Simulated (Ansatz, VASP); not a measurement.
AlPtC4N4: VASP beside Ansatz

```
Al Pt C N
1.0
     5.78053    0.00000    0.00000
     0.00000    5.78053    0.00000
     0.00000    0.00000    5.78053
Al Pt C N
1 1 4 4
Direct
  0.50000 0.50000 0.50000
  0.00000 0.00000 0.00000
  0.19832 0.19832 0.19832
  0.19832 0.80168 0.80168
  0.80168 0.19832 0.80168
  0.80168 0.80168 0.19832
  0.31621 0.31621 0.31621
  0.31621 0.68379 0.68379
  0.68379 0.31621 0.68379
  0.68379 0.68379 0.31621
```

Alike in both runs: task single point; functional PBE; k mesh 4 × 4 × 4; occupations gaussian, width 0.1 eV; collinear spin.

|  | VASP | Ansatz |
| --- | --- | --- |
| version | VASP 6.6.1 | Ansatz 0.2.0 |
| potentials or method | VASP PAW PBE potentials, release 64 (Al, Pt, C, N), cutoff 520 eV | scalar-relativistic, plane waves, PAW |
| valence electrons in the cell | 49 | 57 |

```csv
,VASP,Ansatz,Ansatz less VASP
gap on the k mesh at the Fermi level (eV),none,none,-
pressure (GPa),0.2,0.0,-0.23
rms of the force components (eV/Å),0.129,0.045,-0.0835
net moment per atom (μB),0.10,0.10,0.000
size of the moment on the site where the two differ most (μB),0.50,0.30,-0.200
```

Site moments also hang on the region over which each program counts them. Atom by atom the forces differ by 0.168 eV/Å (rms over components). A gap of «none» marks a metal or a gap that the smearing closes. One of these differences is far larger than is usual between the two programs; its cause wasn't traced. VASP's potentials hold 49 valence electrons a cell and Ansatz's 57, so a difference there can come from the potentials and not from the codes.

Neither program's run includes spin-orbit coupling. Noted on VASP's run: the standard files for N, O and F lose accuracy on very short bonds.
